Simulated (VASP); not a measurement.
# AlRu (Pm-3m) in VASP: notebook

AlRu is run at these levels: PBE, PBEsol; tasks: single point.

Everything below comes from runs of VASP 6.6.1. Logs are shortened: lines on timing, memory, paths and dates and some standing lists are left out, and cuts for length are marked.

### Step 1. The cell of the first run

The structure is cubic, space group Pm-3m (No. 221). Conventional cell: a = 3.004 Å, b = 3.004 Å, c = 3.004 Å, α = 90.00°, β = 90.00°, γ = 90.00°. Al (site symmetry m-3m) has 8 Ru at 2.60 Å and 6 Al at 3.00 Å within 3.4 Å. Ru (site symmetry m-3m) has 8 Al at 2.60 Å and 6 Ru at 3.00 Å within 3.4 Å.

### Step 2. Single point, PBE

File INCAR:

```
PREC     = Accurate       # precision mode
ENCUT    = 520            # plane-wave cutoff, eV
EDIFF    = 1E-6           # SCF threshold, eV
ISMEAR   = 0              # smearing method
SIGMA    = 0.1            # smearing width, eV
LREAL    = F              # projectors in reciprocal space
LASPH    = T              # aspherical terms in the spheres
NELM     = 60             # most SCF steps
ALGO     = Normal         # electronic algorithm
ISIF     = 2              # what is computed and relaxed
LWAVE    = F              # write WAVECAR
LCHARG   = T              # write CHGCAR
GGA      = PE             # functional
LELF     = T              # ELF
LVHAR    = T            
NBANDS   = 16             # bands
```

File KPOINTS:

```
regular mesh
0
Gamma
  18 18 18
```

File POSCAR:

```
AlRu
1.0
    3.0037273066      0.0000000000      0.0000000000
    0.0000000000      3.0037273066      0.0000000000
    0.0000000000      0.0000000000      3.0037273066
Al Ru
1 1
Direct
    0.0000000000      0.0000000000      0.0000000000
    0.5000000000      0.5000000000      0.5000000000
```

Potentials or basis: VASP PAW PBE potentials, release 64 (Al, Ru_pv).

On the command line:

```sh
$ cat potpaw_PBE.64/Al/POTCAR potpaw_PBE.64/Ru_pv/POTCAR > POTCAR
$ mpirun -np 1 vasp_std > vasp.out
```

OUTCAR:

```text
PREC = Accurate
   ENCUT = 520
   EDIFF = 1E-6
   ISMEAR = 0
   LREAL = F
   LASPH = T
   NELM = 60
   ISIF = 2
   GGA = PE

 ion  position               nearest neighbor table
   1  0.000  0.000  0.000-   2 2.60   2 2.60   2 2.60   2 2.60   2 2.60   2 2.60   2 2.60   2 2.60

   2  0.500  0.500  0.500-   1 2.60   1 2.60   1 2.60   1 2.60   1 2.60   1 2.60   1 2.60   1 2.60

  LATTYP: Found a simple cubic cell.
 ALAT       =     3.0037273066

  Lattice vectors:

 A1 = (   3.0037273066,   0.0000000000,   0.0000000000)
 A2 = (   0.0000000000,   3.0037273066,   0.0000000000)
 A3 = (   0.0000000000,   0.0000000000,   3.0037273066)

Analysis of symmetry for initial positions (statically):
=====================================================================
 Subroutine PRICEL returns:
 Original cell was already a primitive cell.

 Routine SETGRP: Setting up the symmetry group for a
 simple cubic supercell.

 Subroutine GETGRP returns: Found 48 space group operations
 (whereof 48 operations were pure point group operations)
 out of a pool of 48 trial point group operations.

The static configuration has the point symmetry O_h .

Analysis of symmetry for dynamics (positions and initial velocities):
=====================================================================
 Subroutine PRICEL returns:
 Original cell was already a primitive cell.

 Routine SETGRP: Setting up the symmetry group for a
 simple cubic supercell.

 Subroutine GETGRP returns: Found 48 space group operations
 (whereof 48 operations were pure point group operations)
 out of a pool of 48 trial point group operations.

The dynamic configuration has the point symmetry O_h .

 Subroutine INISYM returns: Found 48 space group operations
 (whereof 48 operations are pure point group operations),
 and found     1 'primitive' translations

----------------------------------------------------------------------------------------

                                     Primitive cell

  volume of cell :      27.1008

  direct lattice vectors                    reciprocal lattice vectors
     3.003727307  0.000000000  0.000000000     0.332919702  0.000000000  0.000000000
     0.000000000  3.003727307  0.000000000     0.000000000  0.332919702  0.000000000
     0.000000000  0.000000000  3.003727307     0.000000000  0.000000000  0.332919702

  length of vectors
     3.003727307  3.003727307  3.003727307     0.332919702  0.332919702  0.332919702

  position of ions in fractional coordinates (direct lattice)
     0.000000000  0.000000000  0.000000000
     0.500000000  0.500000000  0.500000000

  ion indices of the primitive-cell ions
   primitive index   ion index
                 1           1
                 2           2

----------------------------------------------------------------------------------------

 KPOINTS: regular mesh

Automatic generation of k-mesh.
 Grid dimensions read from file:
 generate k-points for:   18   18   18

 Generating k-lattice:

  Cartesian coordinates                     Fractional coordinates (reciprocal lattice)
     0.018495539  0.000000000  0.000000000     0.055555556  0.000000000  0.000000000
     0.000000000  0.018495539  0.000000000     0.000000000  0.055555556  0.000000000
     0.000000000  0.000000000  0.018495539     0.000000000  0.000000000  0.055555556

  Length of vectors
     0.018495539  0.018495539  0.018495539

  Shift w.r.t. Gamma in fractional coordinates (k-lattice)
     0.000000000  0.000000000  0.000000000

 Subroutine IBZKPT returns following result:
 ===========================================

 Found    220 irreducible k-points:

 Following reciprocal coordinates:
            Coordinates               Weight
  0.000000  0.000000  0.000000      1.000000
  0.055556  0.000000  0.000000      6.000000
  0.111111  0.000000  0.000000      6.000000
  0.166667  0.000000  0.000000      6.000000
  0.222222  0.000000  0.000000      6.000000
  0.277778  0.000000  0.000000      6.000000
[... 16 lines left out ...]
  0.277778  0.111111  0.000000     24.000000
  0.333333  0.111111  0.000000     24.000000
 [... further k-points ...]
   k-points           NKPTS =    220   k-points in BZ     NKDIM =    220   number of bands    NBANDS=     16
   number of dos      NEDOS =    301   number of ions     NIONS =      2
   total plane-waves  NPLWV =  13824
   dimension x,y,z NGX =    24 NGY =   24 NGZ =   24
   dimension x,y,z NGXF=    48 NGYF=   48 NGZF=   48
   ions per type =               1   1
   NGX,Y,Z   is equivalent  to a cutoff of  13.28, 13.28, 13.28 a.u.
   NGXF,Y,Z  is equivalent  to a cutoff of  26.57, 26.57, 26.57 a.u.
 SYSTEM =  unknown system
   PREC   = accura    normal or accurate (medium, high low for compatibility)
   ISTART =      0    job   : 0-new  1-cont  2-samecut
   ICHARG =      2    charge: 1-file 2-atom 10-const
   ISPIN  =      1    spin polarized calculation?
   LNONCOLLINEAR =      F non collinear calculations
   LSORBIT =      F    spin-orbit coupling
   LASPH  =      T    aspherical Exc in radial PAW
   ENCUT  =  520.0 eV  38.22 Ry    6.18 a.u.   5.58  5.58  5.58*2*pi/ulx,y,z
   NELM   =     60;   NELMIN=  2; NELMDL= -5     # of ELM steps
   EDIFF  = 0.1E-05   stopping-criterion for ELM
   LREAL  =      F    real-space projection
   EDIFFG = 0.1E-04   stopping-criterion for IOM
   NSW    =      0    number of steps for IOM
   IBRION =     -1    ionic relax: 0-MD 1-quasi-New 2-CG
   NFREE  =      0    steps in history (QN), initial steepest desc. (CG)
   ISIF   =      2    stress and relaxation
   ISYM   =      2    0-nonsym 1-usesym 2-fastsym
   POTIM  = 0.5000    time-step for ionic-motion
   TEBEG  =    0.0;   TEEND  =   0.0 temperature during run
   PSTRESS=    0.0 pullay stress
   NELECT =      17.0000    total number of electrons
   NUPDOWN=      -1.0000    fix difference up-down
   EMIN   =  10.00;   EMAX   =-10.00  energy-range for DOS
   EFERMI =   0.00;   METHOD = LEGACY
   ISMEAR =     0;   SIGMA  =   0.10  broadening in eV -4-tet -1-fermi 0-gaus
   EFERMI_NEDOS =   21; number of points for ismear=-14 and -15
   IALGO  =     38    algorithm
   IMIX   =      4    mixing-type and parameters
     AMIX     =   0.40;   BMIX     =  1.00
     AMIX_MAG =   1.60;   BMIX_MAG =  1.00
  volume/ion in A,a.u.               =      13.55        91.44
  Fermi-wavevector in a.u.,A,eV,Ry     =   1.401406  2.648273 26.721009  1.963939
  Thomas-Fermi vector in A             =   2.524270
   LORBIT       =      0    0 simple, 1 ext, 2 COOP (PROOUT), +10 PAW based schemes
   GGA     = PE    functional components
   LHFCALC =     F    Hartree Fock is set to
   AEXX    =    0.0000 exact exchange contribution
   IVDW    =     0    specifies the selected vdW correction
   LEPSILON=     F    determine dielectric tensor
   LRPA    =     F    only Hartree local field effects (RPA)
 non-spin polarized calculation
 Gauss-broadening in eV      SIGMA  =   0.10
  energy-cutoff  :      520.00
  volume of cell :       27.10
 maximum number of plane-waves:       743
 NGX is ok and might be reduce to    24
   NGX = 11   NGY = 11   NGZ = 11

 number of electron      16.9999996 magnetization

 Free energy of the ion-electron system (eV)
  ---------------------------------------------------
  ext. energy  EPLUGINS =         0.00000000
  ---------------------------------------------------
  free energy    TOTEN  =       -14.26456427 eV

  energy without entropy =      -14.25709430  energy(sigma->0) =      -14.26082928

 E-fermi :  10.5381     XC(G=0): -12.5044

 val. band max:       10.5295130870   @ k =   0.0556   0.0556   0.0556
 cond. band min:      10.5402802424   @ k =   0.1667   0.1111   0.0000
 fundamental gap:      0.0107671554
 Fermi energy:        10.5380910570

 k-point     1 :       0.0000    0.0000    0.0000
  band No.  band energies     occupation
      1     -31.2221      2.00000
      2     -31.2221      2.00000
      3     -31.2221      2.00000
      4       0.9428      2.00000
      5       7.0447      2.00000
      6       7.0447      2.00000
[... 8 lines left out ...]
     15      22.6630      0.00000
     16      25.4244      0.00000

 k-point     2 :       0.0556    0.0000    0.0000
  band No.  band energies     occupation
      1     -31.2283      2.00000
      2     -31.2216      2.00000
      3     -31.2216      2.00000
      4       1.0017      2.00000
      5       7.0652      2.00000
      6       7.0653      2.00000
[... 8 lines left out ...]
     15      22.6631      0.00000
     16      25.6095      0.00000

 k-point     3 :       0.1111    0.0000    0.0000
  band No.  band energies     occupation
      1     -31.2458      2.00000
      2     -31.2202      2.00000
      3     -31.2202      2.00000
      4       1.1765      2.00000
      5       7.1169      2.00000
      6       7.1256      2.00000
[... 8 lines left out ...]
     15      22.6638      0.00000
     16      26.1922      0.00000

 k-point     4 :       0.1667    0.0000    0.0000
  band No.  band energies     occupation
      1     -31.2725      2.00000
      2     -31.2179      2.00000
      3     -31.2179      2.00000
      4       1.4627      2.00000
      5       7.1681      2.00000
      6       7.2205      2.00000
[... 8 lines left out ...]
     15      22.7243      0.00000
     16      27.1868      0.00000
[... 324 lines left out ...]
 k-point    22 :       0.2222    0.1111    0.0000
  band No.  band energies     occupation
      1     -31.3029      2.00000
      2     -31.2383      2.00000
      3     -31.2131      2.00000
      4       2.0673      2.00000
      5       7.2521      2.00000
      6       7.4299      2.00000
[... 8 lines left out ...]
     15      23.7889      0.00000
     16      26.4739      0.00000

 k-point    23 :       0.2778    0.1111    0.0000
  band No.  band energies     occupation
      1     -31.3373      2.00000
      2     -31.2352      2.00000
      3     -31.2102      2.00000
      4       2.5390      2.00000
      5       7.1138      2.00000
      6       7.5668      2.00000
[... 8 lines left out ...]
     15      24.2539      0.00000
     16      25.4224      0.00000

 k-point    24 :       0.3333    0.1111    0.0000
  band No.  band energies     occupation
      1     -31.3695      2.00000
      2     -31.2323      2.00000
      3     -31.2074      2.00000
      4       3.0885      2.00000
      5       6.7879      2.00000
      6       7.7071      2.00000
[... 8 lines left out ...]
     15      24.2613      0.00000
     16      24.7424      0.00000

 [... further k-points ...]

------------------------ aborting loop because EDIFF is reached ----------------------------------------

  FORCE on cell =-STRESS in cart. coord.  units (eV):
  Direction    XX          YY          ZZ          XY          YZ          ZX
  --------------------------------------------------------------------------------------
  -------------------------------------------------------------------------------------
  Total       -0.0078876     -0.0078876     -0.0078876      0.0000000      0.0000000     -0.0000000
  in kB       -0.4663084     -0.4663084     -0.4663084      0.0000000      0.0000000     -0.0000000
  external PRESSURE =      -0.4663084 kB  Pullay stress =       0.0000000 kB

 VOLUME and BASIS-vectors are now :
 -----------------------------------------------------------------------------
  energy-cutoff  :      520.00
  volume of cell :       27.10
      direct lattice vectors                 reciprocal lattice vectors
     3.003727307  0.000000000  0.000000000     0.332919702  0.000000000  0.000000000
     0.000000000  3.003727307  0.000000000     0.000000000  0.332919702  0.000000000
     0.000000000  0.000000000  3.003727307     0.000000000  0.000000000  0.332919702

 POSITION                                       TOTAL-FORCE (eV/Angst)
 -----------------------------------------------------------------------------------
      0.00000      0.00000      0.00000         0.000000      0.000000      0.000000
      1.50186      1.50186      1.50186         0.000000      0.000000      0.000000
 -----------------------------------------------------------------------------------
    total drift:                                0.000000     -0.000000     -0.000000

  FREE ENERGIE OF THE ION-ELECTRON SYSTEM (eV)
  ---------------------------------------------------
  free  energy   TOTEN  =       -14.2645642659 eV

  energy  without entropy=      -14.2570943003  energy(sigma->0) =      -14.26082928
```

Wall time 20 s (1 thread of Intel Xeon 6975P-C (Granite Rapids), shared host); peak memory 0.21 GiB.

Results:

```
Free energy            : -14.2646 eV
Pressure               : 0.0 GPa
Band gap on the k mesh : zero (an odd number of electrons rules out a gap without spin polarisation)
```

Levels at points of the mesh, in eV from the Fermi level:
```csv
k point,band 6,band 7,band 8,band 9,band 10,band 11,band 12,band 13
"(0.00, 0.00, 0.00)",-3.49,0.18,0.18,0.18,6.03,6.03,6.03,10.91
"(0.50, 0.00, 0.00)",-2.71,-1.57,-1.57,0.43,2.25,7.46,10.98,10.98
"(0.50, 0.50, 0.00)",-1.35,-1.35,-1.14,-1.14,1.51,5.24,6.12,10.51
"(0.50, 0.50, 0.50)",-4.56,1.60,1.60,2.51,4.12,4.12,4.12,8.43
```

### Step 3. Single point, PBE

File INCAR:

```
SYSTEM = AlRu
PREC = Accurate
ENCUT = 520
EDIFF = 1E-7
ISMEAR = 0
SIGMA = 0.1
LREAL = .False.
LASPH = .True.
NELM = 80
ALGO = Normal
ISIF = 2
LWAVE = .False.
LCHARG = .False.
GGA = PE
NBANDS = 16
```

File KPOINTS:

```
regular mesh
0
Gamma
  18 18 18
  0 0 0
```

POSCAR is that of step 2.

Potentials or basis: VASP PAW PBE potentials, release 64 (Al, Ru_pv).

On the command line:

```sh
$ cat potpaw_PBE.64/Al/POTCAR potpaw_PBE.64/Ru_pv/POTCAR > POTCAR
$ mpirun -np 1 vasp_std > vasp.out
```

OUTCAR:

```text
SYSTEM = AlRu
   PREC = Accurate
   ENCUT = 520
   EDIFF = 1E-7
   ISMEAR = 0
   LREAL = .False.
   LASPH = .True.
   NELM = 80
   ISIF = 2
   GGA = PE

 ion  position               nearest neighbor table
   1  0.000  0.000  0.000-   2 2.60   2 2.60   2 2.60   2 2.60   2 2.60   2 2.60   2 2.60   2 2.60

   2  0.500  0.500  0.500-   1 2.60   1 2.60   1 2.60   1 2.60   1 2.60   1 2.60   1 2.60   1 2.60

  LATTYP: Found a simple cubic cell.
 ALAT       =     3.0037273066

  Lattice vectors:

 A1 = (   3.0037273066,   0.0000000000,   0.0000000000)
 A2 = (   0.0000000000,   3.0037273066,   0.0000000000)
 A3 = (   0.0000000000,   0.0000000000,   3.0037273066)

Analysis of symmetry for initial positions (statically):
=====================================================================
 Subroutine PRICEL returns:
 Original cell was already a primitive cell.

 Routine SETGRP: Setting up the symmetry group for a
 simple cubic supercell.

 Subroutine GETGRP returns: Found 48 space group operations
 (whereof 48 operations were pure point group operations)
 out of a pool of 48 trial point group operations.

The static configuration has the point symmetry O_h .

Analysis of symmetry for dynamics (positions and initial velocities):
[... 161 lines left out ...]

 val. band max:       10.5295098518   @ k =   0.0556   0.0556   0.0556
 cond. band min:      10.5402769747   @ k =   0.1667   0.1111   0.0000
 fundamental gap:      0.0107671229
 Fermi energy:        10.5380884024

 k-point     1 :       0.0000    0.0000    0.0000
  band No.  band energies     occupation
      1     -31.2222      2.00000
      2     -31.2222      2.00000
      3     -31.2222      2.00000
      4       0.9428      2.00000
      5       7.0447      2.00000
      6       7.0447      2.00000
[... 433 lines left out ...]
      3     -31.2074      2.00000
      4       3.0885      2.00000
      5       6.7879      2.00000
      6       7.7071      2.00000
[... 8 lines left out ...]
     15      24.2613      0.00000
     16      24.7424      0.00000

 [... further k-points ...]

------------------------ aborting loop because EDIFF is reached ----------------------------------------

  FORCE on cell =-STRESS in cart. coord.  units (eV):
  Direction    XX          YY          ZZ          XY          YZ          ZX
  --------------------------------------------------------------------------------------
  -------------------------------------------------------------------------------------
  Total       -0.0084658     -0.0084658     -0.0084658     -0.0000000     -0.0000000      0.0000000
  in kB       -0.5004891     -0.5004891     -0.5004891     -0.0000000     -0.0000000      0.0000000
  external PRESSURE =      -0.5004891 kB  Pullay stress =       0.0000000 kB

 VOLUME and BASIS-vectors are now :
 -----------------------------------------------------------------------------
  energy-cutoff  :      520.00
  volume of cell :       27.10
      direct lattice vectors                 reciprocal lattice vectors
     3.003727307  0.000000000  0.000000000     0.332919702  0.000000000  0.000000000
     0.000000000  3.003727307  0.000000000     0.000000000  0.332919702  0.000000000
     0.000000000  0.000000000  3.003727307     0.000000000  0.000000000  0.332919702

 POSITION                                       TOTAL-FORCE (eV/Angst)
 -----------------------------------------------------------------------------------
      0.00000      0.00000      0.00000         0.000000      0.000000      0.000000
      1.50186      1.50186      1.50186         0.000000      0.000000      0.000000
 -----------------------------------------------------------------------------------
    total drift:                                0.000000     -0.000000     -0.000000

  FREE ENERGIE OF THE ION-ELECTRON SYSTEM (eV)
  ---------------------------------------------------
  free  energy   TOTEN  =       -14.2645642645 eV

  energy  without entropy=      -14.2570942916  energy(sigma->0) =      -14.26082928
```

It took 21 s on 1 thread of Intel Xeon 6975P-C (Granite Rapids), shared host; peak memory 0.21 GiB.

Results:

```yaml
Free_energy: -14.2646 eV
Pressure: -0.1 GPa
Band_gap_on_the_k_mesh: zero (an odd number of electrons rules out a gap without spin polarisation)
```

Levels at points of the mesh, in eV from the Fermi level:
```tsv
k point	band 6	band 7	band 8	band 9	band 10	band 11	band 12	band 13
(0.00, 0.00, 0.00)	-3.49	0.18	0.18	0.18	6.03	6.03	6.03	10.91
(0.50, 0.00, 0.00)	-2.71	-1.57	-1.57	0.43	2.25	7.46	10.98	10.98
(0.50, 0.50, 0.00)	-1.35	-1.35	-1.14	-1.14	1.51	5.24	6.12	10.51
(0.50, 0.50, 0.50)	-4.56	1.60	1.60	2.51	4.12	4.12	4.12	8.43
```

### Step 4. Single point, PBEsol

File INCAR:

```
SYSTEM = AlRu
PREC     = Accurate       ! precision mode
ENCUT    = 520            ! plane-wave cutoff, eV
EDIFF    = 1E-7           ! SCF threshold, eV
ISMEAR   = 0              ! smearing method
SIGMA    = 0.1            ! smearing width, eV
LREAL    = .False.        ! projectors in reciprocal space
LASPH    = .True.         ! aspherical terms in the spheres
NELM     = 80             ! most SCF steps
ALGO     = Normal         ! electronic algorithm
ISIF     = 2              ! what is computed and relaxed
LWAVE    = .False.        ! write WAVECAR
LCHARG   = .False.        ! write CHGCAR
GGA      = PS             ! functional
NBANDS   = 16             ! bands
```

KPOINTS is that of step 3.

POSCAR is that of step 3.

On the command line:

```sh
$ cat potpaw_PBE.64/Al/POTCAR potpaw_PBE.64/Ru_pv/POTCAR > POTCAR
$ mpirun -np 1 vasp_std > vasp.out
```

Wall time 20 s (1 thread of Intel Xeon 6975P-C (Granite Rapids), shared host); peak memory 0.2 GiB.

It converged, with:

- Free energy: -15.5122 eV
- Pressure: -5.7 GPa
- Band gap on the k mesh: zero (an odd number of electrons rules out a gap without spin polarisation)

Levels at points of the mesh, in eV from the Fermi level:
| k point | band 5 | band 6 | band 7 | band 8 | band 9 | band 10 | band 11 | band 12 | band 13 | band 14 |
| --- | --- | --- | --- | --- | --- | --- | --- | --- | --- | --- |
| (0.00, 0.00, 0.00) | -3.52 | -3.52 | 0.19 | 0.19 | 0.19 | 6.02 | 6.02 | 6.02 | 10.93 | 10.93 |
| (0.50, 0.00, 0.00) | -5.45 | -2.74 | -1.57 | -1.57 | 0.43 | 2.24 | 7.46 | 10.94 | 10.94 | 12.00 |
| (0.50, 0.50, 0.00) | -3.04 | -1.35 | -1.35 | -1.14 | -1.14 | 1.50 | 5.20 | 6.16 | 10.51 | 12.00 |
| (0.50, 0.50, 0.50) | -4.56 | -4.56 | 1.59 | 1.59 | 2.53 | 4.07 | 4.07 | 4.07 | 8.47 | 8.47 |

Caveat: the cell stands under tension; the PAW data sets were made with another functional, which shifts forces and pressure a little.
